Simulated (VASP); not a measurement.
Input of a VASP 6.6.1 run:

POSCAR

```
CaO
1.0
   -0.0173782116      2.5893535300      2.5893535300
    2.5893535300     -0.0173782116      2.5893535300
    2.5893535300      2.5893535300     -0.0173782116
Ca O
1 1
Direct
   -0.0006219345     -0.0006219345     -0.0006219345
    0.2506219345      0.2506219345      0.2506219345
```

The input INCAR.step1:

```
SYSTEM = CaO
  PREC = Accurate
  ENCUT = 520
  ISMEAR = 0
  SIGMA = 0.01
  LREAL = .False.
  LASPH = .True.
  NELM = 100
  NBANDS = 15
  GGA = PE
  ALGO = Normal
  EDIFF = 1E-4
  LWAVE = .True.
  LCHARG = .False.
```

File INCAR.step2:

```
SYSTEM = CaO
  PREC = Accurate
  ENCUT = 520
  EDIFF = 1E-6
  ISMEAR = 0
  SIGMA = 0.01
  LREAL = .False.
  LASPH = .True.
  NELM = 100
  ALGO = Normal
  ISIF = 2
  LWAVE = .False.
  LCHARG = .True.
  METAGGA = R2SCAN
  LMIXTAU = .True.
  LELF = .True.
  LVHAR = .True.
  NBANDS = 15
  ISTART = 1
```

Contents of KPOINTS:

```
Automatic mesh
0
Gamma
  8 8 8
  0 0 0
```

Potentials or basis: VASP PAW PBE potentials, release 64 (Ca_sv, O).

Run with:

```console
$ cat potpaw_PBE.64/Ca_sv/POTCAR potpaw_PBE.64/O/POTCAR > POTCAR
$ cp INCAR.step1 INCAR
$ mpirun -np 1 vasp_std > vasp.out
$ cp INCAR.step2 INCAR
$ mpirun -np 1 vasp_std > vasp.out
```

Question: What does it give for the pressure?

Answer: 1.8 GPa.

Question: Estimate the band gap on the k mesh.

Answer: 3.76 eV (least direct gap 4.39 eV).

Forces in eV/Å, atoms in the order of the input:
```
Ca  -0.002 -0.002 -0.002
O    0.002  0.002  0.002
```

Caveat: the cell differs from its parent crystal (strain along [111] -1.0%); the PAW data sets were made with another functional, which shifts forces and pressure a little. A k mesh can miss the band edges.
